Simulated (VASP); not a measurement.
Runs of VASP 6.6.1 on Hf. The structure is that of space group Fm-3m (No. 225), or close to it. The cells are those of the table. 

| task | cell | k mesh | cutoff (eV) | gap on the mesh (eV) | pressure (GPa) |
| --- | --- | --- | --- | --- | --- |
| single point | a = 3.172 Å, angles 60.0°, 1 atom | 15 × 15 × 15 | 520 | none | (a) |
| single point | a = 2.792 Å, angles 60.0°, 1 atom | 17 × 17 × 17 | 520 | none | 72.9 |
| relaxation of cell and atoms | relaxed to 74 GPa from a = 2.792 Å, angles 60.0°, 1 atom | 17 × 17 × 17 | 600 | none | 74.0 |
| relaxation of cell and atoms | relaxed from a = 3.172 Å, angles 60.0°, 1 atom | 15 × 15 × 15 | 600 | none | 0.0 |

Alike in all rows: level PBE; potentials or basis VASP PAW PBE potentials, release 64 (Hf_pv); no spin polarisation; smearing fermi-dirac 0.05 eV.

Problem. Fill in the values left out.

Solution. (a) -0.4.

Caveats: spin-orbit coupling is left out, which moves the levels of the heavy elements; the cell is relaxed towards a set pressure, so the enthalpy falls and the energy may rise (some runs).

A k mesh can miss the band edges, and the runs leave out spin-orbit coupling on Hf.

A gap of «none» marks levels without a gap at the run's occupations.
